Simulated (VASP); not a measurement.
# AlAg3SnSe5 (P1) in VASP: single point with PBE

Aim: the single point of AlAg3SnSe5 with PBE.

All numbers are computed with VASP 6.6.1; they aren't measurements. Logs are shortened: lines on timing, memory, paths and dates and some standing lists are left out, and cuts for length are marked.

### 1 The cell of the first run

The typed cell holds 20 atoms: a = 7.517 Å, b = 7.516 Å, c = 11.112 Å, α = 82.67°, β = 70.18°, γ = 68.01°.

### 2 Single point, PBE

Contents of INCAR:

```
  ALGO = Normal
  EDIFF = 1E-7
  ENCUT = 520
  GGA = PE
  ISIF = 2
  ISMEAR = 0
  ISYM = 0
  LASPH = T
  LCHARG = F
  LREAL = Auto
  LWAVE = F
  NBANDS = 96
  NELM = 80
  PREC = Accurate
  SIGMA = 0.1
```

Contents of KPOINTS:

```
Automatic mesh
0
Gamma
  2 2 2
  0.5 0.5 0.5
```

Contents of POSCAR:

```
AlAg3SnSe5
1.0
    2.9748086931      2.9705307098      6.2313117055
   -2.9697612956     -2.9747481798      6.2308967417
    8.8792795100     -5.9074959345      3.1214463949
Al Se Ag Sn
2 10 6 2
Direct
    0.0930636432      0.4956056473      0.8056916586
    0.5929901604     -0.0043396816      0.8057262011
    0.5721352044      0.8800027977      0.6144098498
    0.4520503758      0.3550316844      0.8061575622
    0.9520432218      0.8551020251      0.8060090952
    0.3882734787      0.8811806748     -0.0146652312
    0.7807887257      0.8819248919      0.2023811655
    0.6808751085      0.3790734577      0.3958978131
    0.1805724544      0.8791445587      0.3959776812
    0.0722555356      0.3799945271      0.6144166767
    0.8883120156      0.3811028847      0.9851935876
    0.2806162750      0.3817668673      0.2025773248
    0.1855084753     -0.0067065401      0.6136755950
    0.0102597366      0.0063095499      0.9917962456
    0.4163862429      0.0071591516      0.1833114996
    0.6857239705      0.4930541639      0.6137302585
    0.5099471464      0.5065571074     -0.0078580138
    0.9162847683      0.5073024978      0.1830697818
    0.2952938921      0.4974753803      0.4040677967
    0.7949730262      0.9975624423      0.4040176468
```

Potentials or basis: VASP PAW PBE potentials, release 64 (Al, Se, Ag, Sn_d).

On the command line:

```
$ cat potpaw_PBE.64/Al/POTCAR potpaw_PBE.64/Se/POTCAR potpaw_PBE.64/Ag/POTCAR potpaw_PBE.64/Sn_d/POTCAR > POTCAR
$ mpirun -np 1 vasp_std > vasp.out
```

OUTCAR:

```text
EDIFF = 1E-7
   ENCUT = 520
   GGA = PE
   ISIF = 2
   ISMEAR = 0
   ISYM = 0
   LASPH = T
   LREAL = Auto
   NELM = 80
   PREC = Accurate

 ion  position               nearest neighbor table
   1  0.093  0.496  0.806-  11 2.36  10 2.47   4 2.50   5 2.51
   2  0.593  0.996  0.806-   6 2.36   3 2.47   5 2.50   4 2.51
   3  0.572  0.880  0.614-   2 2.47  20 2.64  16 2.71  13 2.71
   4  0.452  0.355  0.806-   1 2.50   2 2.51  16 2.64  17 2.71
   5  0.952  0.855  0.806-   2 2.50   1 2.51  13 2.64  14 2.71
   6  0.388  0.881  0.985-   2 2.36  15 2.60  17 2.61  14 2.62
[... 12 lines left out ...]
  19  0.295  0.497  0.404-  12 2.55  10 2.64   8 2.67   9 2.67
  20  0.795  0.998  0.404-   7 2.55   3 2.64   8 2.67   9 2.67

IMPORTANT INFORMATION: All symmetrisations will be switched off!
NOSYMM: (Re-)initialisation of all symmetry stuff for point group C_1.

----------------------------------------------------------------------------------------

                                     Primitive cell

  volume of cell :     547.6737

  direct lattice vectors                    reciprocal lattice vectors
     2.974808693  2.970530710  6.231311705     0.050255254  0.117945824  0.080262161
    -2.969761296 -2.974748180  6.230896742    -0.084144632 -0.084071690  0.080248228
     8.879279510 -5.907495934  3.121446395     0.067641835 -0.067633766 -0.000050285

  length of vectors
     7.516833444  7.516161460 11.112314810     0.151257471  0.143485701  0.095654309

  position of ions in fractional coordinates (direct lattice)
     0.093063643  0.495605647  0.805691659
     0.592990160  0.995660318  0.805726201
     0.572135204  0.880002798  0.614409850
     0.452050376  0.355031684  0.806157562
     0.952043222  0.855102025  0.806009095
     0.388273479  0.881180675  0.985334769
[... 12 lines left out ...]
     0.295293892  0.497475380  0.404067797
     0.794973026  0.997562442  0.404017647

  ion indices of the primitive-cell ions
   primitive index   ion index
                 1           1
                 2           2
                 3           3
                 4           4
                 5           5
                 6           6
[... 12 lines left out ...]
                19          19
                20          20

----------------------------------------------------------------------------------------

 KPOINTS: Automatic mesh

Automatic generation of k-mesh.
 Grid dimensions read from file:
 generate k-points for:    2    2    2

 Generating k-lattice:

  Cartesian coordinates                     Fractional coordinates (reciprocal lattice)
     0.025127627  0.058972912  0.040131080     0.500000000 -0.000000000 -0.000000000
    -0.042072316 -0.042035845  0.040124114     0.000000000  0.500000000  0.000000000
     0.033820918 -0.033816883 -0.000025142    -0.000000000  0.000000000  0.500000000

  Length of vectors
     0.075628735  0.071742850  0.047827154

  Shift w.r.t. Gamma in fractional coordinates (k-lattice)
     0.500000000  0.500000000  0.500000000

 Subroutine IBZKPT returns following result:
 ===========================================

 Found      4 irreducible k-points:

 Following reciprocal coordinates:
            Coordinates               Weight
  0.250000  0.250000  0.250000      2.000000
 -0.250000  0.250000  0.250000      2.000000
  0.250000 -0.250000  0.250000      2.000000
 -0.250000 -0.250000  0.250000      2.000000
   k-points           NKPTS =      4   k-points in BZ     NKDIM =      4   number of bands    NBANDS=     96
   number of dos      NEDOS =    301   number of ions     NIONS =     20
   total plane-waves  NPLWV = 263424
   dimension x,y,z NGX =    56 NGY =   56 NGZ =   84
   dimension x,y,z NGXF=   112 NGYF=  112 NGZF=  168
   ions per type =               2  10   6   2
   NGX,Y,Z   is equivalent  to a cutoff of  12.39, 12.39, 12.57 a.u.
   NGXF,Y,Z  is equivalent  to a cutoff of  24.77, 24.77, 25.13 a.u.
 SYSTEM =  unknown system
   PREC   = accura    normal or accurate (medium, high low for compatibility)
   ISTART =      0    job   : 0-new  1-cont  2-samecut
   ICHARG =      2    charge: 1-file 2-atom 10-const
   ISPIN  =      1    spin polarized calculation?
   LNONCOLLINEAR =      F non collinear calculations
   LSORBIT =      F    spin-orbit coupling
   LASPH  =      T    aspherical Exc in radial PAW
   ENCUT  =  520.0 eV  38.22 Ry    6.18 a.u.  13.98 13.98 20.66*2*pi/ulx,y,z
   NELM   =     80;   NELMIN=  2; NELMDL= -5     # of ELM steps
   EDIFF  = 0.1E-06   stopping-criterion for ELM
   LREAL  =      T    real-space projection
   EDIFFG = 0.1E-05   stopping-criterion for IOM
   NSW    =      0    number of steps for IOM
   IBRION =     -1    ionic relax: 0-MD 1-quasi-New 2-CG
   NFREE  =      0    steps in history (QN), initial steepest desc. (CG)
   ISIF   =      2    stress and relaxation
   ISYM   =      0    0-nonsym 1-usesym 2-fastsym
   POTIM  = 0.5000    time-step for ionic-motion
   TEBEG  =    0.0;   TEEND  =   0.0 temperature during run
   PSTRESS=    0.0 pullay stress
   NELECT =     160.0000    total number of electrons
   NUPDOWN=      -1.0000    fix difference up-down
   EMIN   =  10.00;   EMAX   =-10.00  energy-range for DOS
   EFERMI =   0.00;   METHOD = LEGACY
   ISMEAR =     0;   SIGMA  =   0.10  broadening in eV -4-tet -1-fermi 0-gaus
   EFERMI_NEDOS =   21; number of points for ismear=-14 and -15
   IALGO  =     38    algorithm
   IMIX   =      4    mixing-type and parameters
     AMIX     =   0.40;   BMIX     =  1.00
     AMIX_MAG =   1.60;   BMIX_MAG =  1.00
  volume/ion in A,a.u.               =      27.38       184.79
  Fermi-wavevector in a.u.,A,eV,Ry     =   1.086278  2.052767 16.054865  1.179999
  Thomas-Fermi vector in A             =   2.222411
   LORBIT       =      0    0 simple, 1 ext, 2 COOP (PROOUT), +10 PAW based schemes
   GGA     = PE    functional components
   LHFCALC =     F    Hartree Fock is set to
   AEXX    =    0.0000 exact exchange contribution
   IVDW    =     0    specifies the selected vdW correction
   LEPSILON=     F    determine dielectric tensor
   LRPA    =     F    only Hartree local field effects (RPA)
 non-spin polarized calculation
 Gauss-broadening in eV      SIGMA  =   0.10
  energy-cutoff  :      520.00
  volume of cell :      547.67
 maximum number of plane-waves:     14765
   NGX = 27   NGY = 27   NGZ = 41

 number of electron     160.0000012 magnetization

 Free energy of the ion-electron system (eV)
  ---------------------------------------------------
  ext. energy  EPLUGINS =         0.00000000
  ---------------------------------------------------
  free energy    TOTEN  =       -73.72471316 eV

  energy without entropy =      -73.67395935  energy(sigma->0) =      -73.69933626

 E-fermi :   3.4988     XC(G=0):  -8.8924

 val. band max:        3.4717679324   @ k =   0.2500   0.2500   0.2500
 cond. band min:       3.5215922775   @ k =   0.2500   0.2500   0.2500
 fundamental gap:      0.0498243450
 Fermi energy:         3.4988446946

 k-point     1 :       0.2500    0.2500    0.2500
  band No.  band energies     occupation
      1     -18.8201      2.00000
      2     -18.8129      2.00000
      3     -18.8012      2.00000
      4     -18.7918      2.00000
      5     -18.7895      2.00000
      6     -18.7856      2.00000
[... 84 lines left out ...]
     91       6.9008      0.00000
     92       7.0502      0.00000

 k-point     2 :      -0.2500    0.2500    0.2500
  band No.  band energies     occupation
      1     -18.8141      2.00000
      2     -18.8135      2.00000
      3     -18.7985      2.00000
      4     -18.7979      2.00000
      5     -18.7889      2.00000
      6     -18.7881      2.00000
[... 84 lines left out ...]
     91       6.9604      0.00000
     92       7.0199      0.00000

 k-point     3 :       0.2500   -0.2500    0.2500
  band No.  band energies     occupation
      1     -18.8141      2.00000
      2     -18.8135      2.00000
      3     -18.7985      2.00000
      4     -18.7979      2.00000
      5     -18.7889      2.00000
      6     -18.7881      2.00000
[... 84 lines left out ...]
     91       7.1206      0.00000
     92       7.2498      0.00000

 k-point     4 :      -0.2500   -0.2500    0.2500
  band No.  band energies     occupation
      1     -18.8201      2.00000
      2     -18.8129      2.00000
      3     -18.8012      2.00000
      4     -18.7918      2.00000
      5     -18.7895      2.00000
      6     -18.7856      2.00000
[... 84 lines left out ...]
     91       6.9229      0.00000
     92       7.0506      0.00000
 [bands above 92 left out]

------------------------ aborting loop because EDIFF is reached ----------------------------------------

  FORCE on cell =-STRESS in cart. coord.  units (eV):
  Direction    XX          YY          ZZ          XY          YZ          ZX
  --------------------------------------------------------------------------------------
  -------------------------------------------------------------------------------------
  Total        0.1091766      0.1240175      0.0285377     -0.0140712      0.1058537     -0.0875931
  in kB        0.3193876      0.3628036      0.0834850     -0.0411643      0.3096667     -0.2562469
  external PRESSURE =       0.2552254 kB  Pullay stress =       0.0000000 kB

 VOLUME and BASIS-vectors are now :
 -----------------------------------------------------------------------------
  energy-cutoff  :      520.00
  volume of cell :      547.67
      direct lattice vectors                 reciprocal lattice vectors
     2.974808693  2.970530710  6.231311705     0.050255254  0.117945824  0.080262161
    -2.969761296 -2.974748180  6.230896742    -0.084144632 -0.084071690  0.080248228
     8.879279510 -5.907495934  3.121446395     0.067641835 -0.067633766 -0.000050285

 POSITION                                       TOTAL-FORCE (eV/Angst)
 -----------------------------------------------------------------------------------
      5.95898     -5.95747      6.18290        -0.031027      0.022519      0.023781
      5.96143     -5.96017     12.41399        -0.030002      0.024315      0.018927
      4.54411     -4.54787     10.96621         0.007780     -0.002726     -0.001473
      7.44850     -4.47567      7.54541        -0.000405     -0.004897      0.005985
      7.44948     -4.47714     13.77644         0.004261     -0.001376      0.001160
      7.28721     -7.28877     10.98567         0.026059     -0.025051     -0.016918
[... 12 lines left out ...]
      2.98889     -2.98971      6.20106        -0.012900      0.001993     -0.005050
      2.98976     -2.99274     12.43055        -0.000491      0.007193     -0.005325
 -----------------------------------------------------------------------------------
    total drift:                               -0.017201     -0.004739      0.021494

  FREE ENERGIE OF THE ION-ELECTRON SYSTEM (eV)
  ---------------------------------------------------
  free  energy   TOTEN  =       -73.7247131584 eV

  energy  without entropy=      -73.6739593517  energy(sigma->0) =      -73.69933626
```

Run time: 11 min. Hardware: 1 thread of Intel Xeon 8259CL, shared host; peak memory 0.63 GiB.

Results:

```yaml
Free_energy: -73.7247 eV
Pressure: 0.0 GPa
Largest_force: 0.045 eV/Å
Band_gap_on_the_k_mesh: 0.05 eV
```

Forces in eV/Å, atoms in the order of the input:
```
Al  -0.031  0.023  0.024
Al  -0.030  0.024  0.019
Se   0.008 -0.003 -0.001
Se   0.000 -0.005  0.006
Se   0.004 -0.001  0.001
Se   0.026 -0.025 -0.017
Se   0.008 -0.002  0.007
Se  -0.004  0.003  0.005
Se  -0.003  0.004  0.001
Se   0.005 -0.002 -0.001
Se   0.027 -0.025 -0.023
Se   0.005 -0.003  0.010
Ag   0.004  0.003  0.004
Ag   0.001 -0.003 -0.015
Ag  -0.009  0.002  0.000
Ag   0.003 -0.001  0.004
Ag   0.004 -0.002 -0.018
Ag  -0.005  0.002  0.004
Sn  -0.013  0.002 -0.005
Sn   0.000  0.007 -0.005
```

Levels at points of the mesh, in eV from the valence-band top:
```tsv
k point	band 76	band 77	band 78	band 79	band 80	band 81	band 82	band 83	band 84	band 85
(0.25, 0.25, 0.25)	-0.95	-0.88	-0.72	-0.72	0.00	0.05	0.66	1.23	1.88	2.18
```

Caveat: spin-orbit coupling is left out, which moves the levels of the heavy elements; a shifted mesh leaves out Γ, where band edges can lie.
